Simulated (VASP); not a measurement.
# Br (P6/mmm) in VASP: further runs

Br is run at these levels: PBE; tasks: single point, relaxation of cell and atoms.

Program: VASP 6.6.1. These are calculated values, not measurements. Logs are shortened: lines on timing, memory, paths and dates and some standing lists are left out, and cuts for length are marked.

## 1. The cell of the first run

The structure is hexagonal, space group P6/mmm (No. 191). Conventional cell: a = 3.414 Å, b = 3.414 Å, c = 3.190 Å, α = 90.00°, β = 90.00°, γ = 120.00°. Br (site symmetry 6/mmm) has 8 Br at 3.19 to 3.41 Å within 4.2 Å.

## 2. Single point, PBE

INCAR

```
SYSTEM = Br
PREC = Accurate
ENCUT = 520
EDIFF = 1E-7
ISMEAR = 0
SIGMA = 0.1
LREAL = .False.
LASPH = .True.
NELM = 100
ALGO = Fast
ISIF = 2
LWAVE = .False.
LCHARG = .False.
GGA = PE
NBANDS = 10
```

KPOINTS

```
regular mesh
0
Gamma
  6 6 6
  0 0 0
```

POSCAR

```
Br
1.0
    3.4138445046      0.0000000000      0.0000000000
   -1.7069222523      2.9564760656      0.0000000000
    0.0000000000      0.0000000000      3.1898109590
Br
1
Direct
    0.0000000000      0.0000000000      0.0000000000
```

Potentials or basis: VASP PAW PBE potentials, release 64 (Br).

Launch:

```sh
cat potpaw_PBE.64/Br/POTCAR > POTCAR
mpirun -np 1 vasp_std > vasp.out
```

OUTCAR:

```text
SYSTEM = Br
   PREC = Accurate
   ENCUT = 520
   EDIFF = 1E-7
   ISMEAR = 0
   LREAL = .False.
   LASPH = .True.
   NELM = 100
   ISIF = 2
   GGA = PE

 ion  position               nearest neighbor table
   1  0.000  0.000  0.000-

  LATTYP: Found a hexagonal cell.
 ALAT       =     3.4138445046
 C/A-ratio  =     0.9343750000

  Lattice vectors:

 A1 = (   3.4138445046,   0.0000000000,   0.0000000000)
 A2 = (  -1.7069222523,   2.9564760656,   0.0000000000)
 A3 = (   0.0000000000,   0.0000000000,   3.1898109590)

Analysis of symmetry for initial positions (statically):
=====================================================================
 Subroutine PRICEL returns:
 Original cell was already a primitive cell.

 Routine SETGRP: Setting up the symmetry group for a
 hexagonal supercell.

 Subroutine GETGRP returns: Found 24 space group operations
 (whereof 24 operations were pure point group operations)
 out of a pool of 24 trial point group operations.

The static configuration has the point symmetry D_6h.

Analysis of symmetry for dynamics (positions and initial velocities):
=====================================================================
 Subroutine PRICEL returns:
 Original cell was already a primitive cell.

 Routine SETGRP: Setting up the symmetry group for a
 hexagonal supercell.

 Subroutine GETGRP returns: Found 24 space group operations
 (whereof 24 operations were pure point group operations)
 out of a pool of 24 trial point group operations.

The dynamic configuration has the point symmetry D_6h.

 Subroutine INISYM returns: Found 24 space group operations
 (whereof 24 operations are pure point group operations),
 and found     1 'primitive' translations

----------------------------------------------------------------------------------------

                                     Primitive cell

  volume of cell :      32.1946

  direct lattice vectors                    reciprocal lattice vectors
     3.413844505  0.000000000  0.000000000     0.292924882  0.169120260  0.000000000
    -1.706922252  2.956476066  0.000000000     0.000000000  0.338240519  0.000000000
     0.000000000  0.000000000  3.189810959     0.000000000  0.000000000  0.313498202

  length of vectors
     3.413844505  3.413844505  3.189810959     0.338240519  0.338240519  0.313498202

  position of ions in fractional coordinates (direct lattice)
     0.000000000  0.000000000  0.000000000

[... 74 lines left out ...]
   NELM   =    100;   NELMIN=  2; NELMDL= -5     # of ELM steps
   EDIFF  = 0.1E-06   stopping-criterion for ELM
   LREAL  =      F    real-space projection
   EDIFFG = 0.1E-05   stopping-criterion for IOM
   NSW    =      0    number of steps for IOM
   IBRION =     -1    ionic relax: 0-MD 1-quasi-New 2-CG
   NFREE  =      0    steps in history (QN), initial steepest desc. (CG)
   ISIF   =      2    stress and relaxation
   ISYM   =      2    0-nonsym 1-usesym 2-fastsym
   POTIM  = 0.5000    time-step for ionic-motion
   TEBEG  =    0.0;   TEEND  =   0.0 temperature during run
   PSTRESS=    0.0 pullay stress
   NELECT =       7.0000    total number of electrons
   NUPDOWN=      -1.0000    fix difference up-down
   EMIN   =  10.00;   EMAX   =-10.00  energy-range for DOS
   EFERMI =   0.00;   METHOD = LEGACY
   ISMEAR =     0;   SIGMA  =   0.10  broadening in eV -4-tet -1-fermi 0-gaus
   EFERMI_NEDOS =   21; number of points for ismear=-14 and -15
   IALGO  =     68    algorithm
   IMIX   =      4    mixing-type and parameters
     AMIX     =   0.40;   BMIX     =  1.00
     AMIX_MAG =   1.60;   BMIX_MAG =  1.00
  volume/ion in A,a.u.               =      32.19       217.26
  Fermi-wavevector in a.u.,A,eV,Ry     =   0.984419  1.860281 13.185135  0.969080
  Thomas-Fermi vector in A             =   2.115650
   LORBIT       =      0    0 simple, 1 ext, 2 COOP (PROOUT), +10 PAW based schemes
   GGA     = PE    functional components
   LHFCALC =     F    Hartree Fock is set to
   AEXX    =    0.0000 exact exchange contribution
   IVDW    =     0    specifies the selected vdW correction
   LEPSILON=     F    determine dielectric tensor
   LRPA    =     F    only Hartree local field effects (RPA)
 non-spin polarized calculation
 RMM-DIIS sequential band-by-band and
 Gauss-broadening in eV      SIGMA  =   0.10
  energy-cutoff  :      520.00
  volume of cell :       32.19
 maximum number of plane-waves:       878
 NGX is ok and might be reduce to    28
   NGX = 13   NGY = 13   NGZ = 11

 number of electron       6.9999998 magnetization

 Free energy of the ion-electron system (eV)
  ---------------------------------------------------
  ext. energy  EPLUGINS =         0.00000000
  ---------------------------------------------------
  free energy    TOTEN  =        -1.11270808 eV

  energy without entropy =       -1.10602883  energy(sigma->0) =       -1.10936845

 E-fermi :  -0.1818     XC(G=0):  -8.2963

 val. band max:       -0.2400219257   @ k =   0.3333   0.3333   0.1667
 cond. band min:      -0.1457597115   @ k =   0.5000   0.0000   0.5000
 fundamental gap:      0.0942622142
 Fermi energy:        -0.1818331387

 k-point     1 :       0.0000    0.0000    0.0000
  band No.  band energies     occupation
      1     -14.7433      2.00000
      2       0.1836      0.00000
      3       0.1836      0.00000
      4       0.2031      0.00000
      5       6.6707      0.00000
      6       9.4983      0.00000
      7      12.1991      0.00000
      8      12.1991      0.00000
      9      16.1260      0.00000
     10      19.6203      0.00000
[... 287 lines left out ...]
 k-point    24 :       0.3333    0.0000    0.5000
  band No.  band energies     occupation
      1     -13.4676      2.00000
      2      -3.1867      2.00000
      3      -2.1140      2.00000
      4       0.0405      0.00166
      5       7.3797      0.00000
      6      10.1456      0.00000
      7      12.6377      0.00000
      8      14.2691      0.00000
      9      15.6821      0.00000
     10      17.5541      0.00000

 [... further k-points ...]
[... 5 lines left out ...]
  --------------------------------------------------------------------------------------
  -------------------------------------------------------------------------------------
  Total       -0.4493987     -0.4493987     -0.8701661      0.0000000     -0.0000000      0.0000000
  in kB      -22.3645103    -22.3645103    -43.3041696      0.0000000     -0.0000000      0.0000000
  external PRESSURE =     -29.3443967 kB  Pullay stress =       0.0000000 kB

 VOLUME and BASIS-vectors are now :
 -----------------------------------------------------------------------------
  energy-cutoff  :      520.00
  volume of cell :       32.19
      direct lattice vectors                 reciprocal lattice vectors
     3.413844505  0.000000000  0.000000000     0.292924882  0.169120260  0.000000000
    -1.706922252  2.956476066  0.000000000     0.000000000  0.338240519  0.000000000
     0.000000000  0.000000000  3.189810959     0.000000000  0.000000000  0.313498202

 POSITION                                       TOTAL-FORCE (eV/Angst)
 -----------------------------------------------------------------------------------
      0.00000      0.00000      0.00000         0.000000      0.000000      0.000000
 -----------------------------------------------------------------------------------
    total drift:                                0.000000      0.000000      0.000000

  FREE ENERGIE OF THE ION-ELECTRON SYSTEM (eV)
  ---------------------------------------------------
  free  energy   TOTEN  =        -1.1127080788 eV

  energy  without entropy=       -1.1060288298  energy(sigma->0) =       -1.10936845
```

It took 7.5 s on 1 thread of Oxide Virtual Turin-like, shared host; peak memory 0.11 GiB.

Results:

```
Free energy            : -1.1127 eV
Pressure               : -2.9 GPa
Band gap on the k mesh : zero (an odd number of electrons rules out a gap without spin polarisation)
```

Caveat: an odd number of electrons without spin polarisation forces a metal; a magnetic or distorted state may lie lower.

## 3. Single point, PBE

This run uses another cell than the first one, of 40.65 Å³/atom.

INCAR

```
ALGO = Normal ; EDIFF = 1E-6
ENCUT = 520 ; GGA = PE
ISIF = 2 ; ISMEAR = 0
LASPH = True ; LCHARG = False
LREAL = False ; LWAVE = False
NBANDS = 10 ; NELM = 60
PREC = Accurate ; SIGMA = 0.1
```

KPOINTS

```
k-points
0
Gamma
  12 12 16
```

POSCAR

```
Br
1.0
    4.2905272652      0.0000000000      0.0000000000
   -2.1452636326      3.7157056073      0.0000000000
    0.0000000000      0.0000000000      2.5498514204
Br
1
Direct
    0.0000000000      0.0000000000      0.0000000000
```

Potentials or basis: VASP PAW PBE potentials, release 64 (Br).

Launch:

```sh
cat potpaw_PBE.64/Br/POTCAR > POTCAR
mpirun -np 1 vasp_std > vasp.out
```

Wall time 38 s (1 thread of Oxide Virtual Turin-like, shared host); peak memory 0.16 GiB.

Results (log left out):

- Free energy: -1.5264 eV
- Pressure: 0.0 GPa
- Band gap on the k mesh: zero (an odd number of electrons rules out a gap without spin polarisation)

Levels at points of the mesh, in eV from the Fermi level:
```
           k point  band 1  band 2  band 3  band 4  band 5  band 6  band 7
(0.00, 0.00, 0.00)  -15.63   -2.16   -2.16    4.20    4.91    9.57    9.57
(0.50, 0.00, 0.00)  -15.54   -3.26   -2.40    4.24    6.58    9.99   12.79
(0.00, 0.00, 0.50)  -12.58   -6.13    0.19    0.19   10.01   10.01   10.22
(0.50, 0.00, 0.50)  -12.50   -6.01   -0.55    0.02    7.24    9.38   11.41
```

Caveat: an odd number of electrons without spin polarisation forces a metal; a magnetic or distorted state may lie lower.

## 4. Single point, PBE

This run uses another cell than the first one, of 35.22 Å³/atom.

INCAR

```
ALGO = Fast
EDIFF = 1E-6
ENCUT = 520
GGA = PE
ISIF = 2
ISMEAR = 0
LASPH = T
LCHARG = F
LREAL = F
LWAVE = F
NBANDS = 10
NELM = 60
PREC = Accurate
SIGMA = 0.1
```

KPOINTS

```
k-points
0
Gamma
  15 15 14
```

POSCAR

```
Br
1.0
    3.9571867843      0.0000000000      0.0000000000
   -1.9785933921      3.4270242827      0.0000000000
    0.0000000000      0.0000000000      2.5972375985
Br
1
Direct
    0.0000000000      0.0000000000      0.0000000000
```

Launch:

```sh
cat potpaw_PBE.64/Br/POTCAR > POTCAR
mpirun -np 1 vasp_std > vasp.out
```

Run time: 52 s. Hardware: 1 thread of Oxide Virtual Turin-like, shared host; peak memory 0.16 GiB.

It converged, with:

```
Free energy            : -1.5454 eV
Pressure               : 0.0 GPa
Band gap on the k mesh : zero (an odd number of electrons rules out a gap without spin polarisation)
```

Levels at points of the mesh, in eV from the Fermi level:
| k point | band 1 | band 2 | band 3 | band 4 | band 5 | band 6 | band 7 | band 8 |
| --- | --- | --- | --- | --- | --- | --- | --- | --- |
| (0.00, 0.00, 0.00) | -15.37 | -1.59 | -1.59 | 3.94 | 5.36 | 10.25 | 10.25 | 12.73 |
| (0.00, 0.00, 0.50) | -12.65 | -5.67 | 0.45 | 0.45 | 10.32 | 10.98 | 10.98 | 11.16 |

Caveat: an odd number of electrons without spin polarisation forces a metal; a magnetic or distorted state may lie lower.

## 5. Relaxation of cell and atoms, PBE

This run uses another cell than the first one, of 35.22 Å³/atom.

INCAR

```
SYSTEM = Br
ALGO = Normal ; EDIFF = 1E-6
EDIFFG = -0.01 ; ENCUT = 600
GGA = PE ; IBRION = 2
ISIF = 3 ; ISMEAR = 0
LASPH = .True. ; LCHARG = .False.
LREAL = .False. ; LWAVE = .False.
NELM = 80 ; NSW = 100
PREC = Accurate ; SIGMA = 0.1
```

KPOINTS

```
k-points
0
Gamma
  12 12 16
  0 0 0
```

POSCAR is that of step 4.

Launch:

```sh
cat potpaw_PBE.64/Br/POTCAR > POTCAR
mpirun -np 1 vasp_std > vasp.out
```

It took 3.1 min on 1 thread of Oxide Virtual Turin-like, shared host; peak memory 0.17 GiB.

Results (log left out):

```
Free energy                           : -1.5262 eV
Relaxed volume                        : 40.23 Å³/atom
Relaxed cell                          : a = 4.268 Å, b = 4.268 Å, c = 2.551 Å, α = 90.00°, β = 90.00°, γ = 120.00°
Space group after relaxing (to 0.1 Å) : P6/mmm (No. 191)
Energy gained by relaxing             : 12.7 meV/atom
Ionic steps                           : 9
Pressure after relaxing               : 0.0 GPa
Band gap on the k mesh                : zero (an odd number of electrons rules out a gap without spin polarisation)
```

Step by step:
```
step  energy change (eV)  largest force (eV/Å)  pressure (GPa)  volume (Å³)
   1              0.0000                0.0000           -0.32        35.22
   2             -0.0031                0.0000            0.77        34.86
   3             -0.0035                0.0000            0.49        34.95
   4             -0.0051                0.0000            0.46        35.39
   5             -0.0087                0.0000            0.39        36.72
   6             -0.0116                0.0000            0.45        39.45
   7             -0.0127                0.0000           -0.01        40.29
   8             -0.0127                0.0000           -0.03        40.28
   9             -0.0127                0.0000            0.02        40.23
```

Final structure:
```
Br
1.0
     4.26783    0.00000    0.00000
    -2.13392    3.69605    0.00000
     0.00000    0.00000    2.55058
Br
1
Direct
  0.00000 0.00000 0.00000
```

Levels at points of the mesh, in eV from the Fermi level:
| k point | band 1 | band 2 | band 3 | band 4 | band 5 | band 6 | band 7 |
| --- | --- | --- | --- | --- | --- | --- | --- |
| (0.00, 0.00, 0.00) | -15.64 | -2.15 | -2.15 | 4.18 | 4.92 | 9.60 | 9.60 |
| (0.50, 0.00, 0.00) | -15.54 | -3.28 | -2.40 | 4.23 | 6.58 | 10.06 | 12.81 |
| (0.00, 0.00, 0.50) | -12.60 | -6.13 | 0.19 | 0.19 | 10.05 | 10.05 | 10.22 |
| (0.50, 0.00, 0.50) | -12.51 | -6.01 | -0.58 | 0.02 | 7.21 | 9.40 | 11.39 |

Caveat: an odd number of electrons without spin polarisation forces a metal; a magnetic or distorted state may lie lower.

(Continued in part 2 of 2.)

The gap in the log of VASP goes by the Fermi energy; the results here count the filled bands.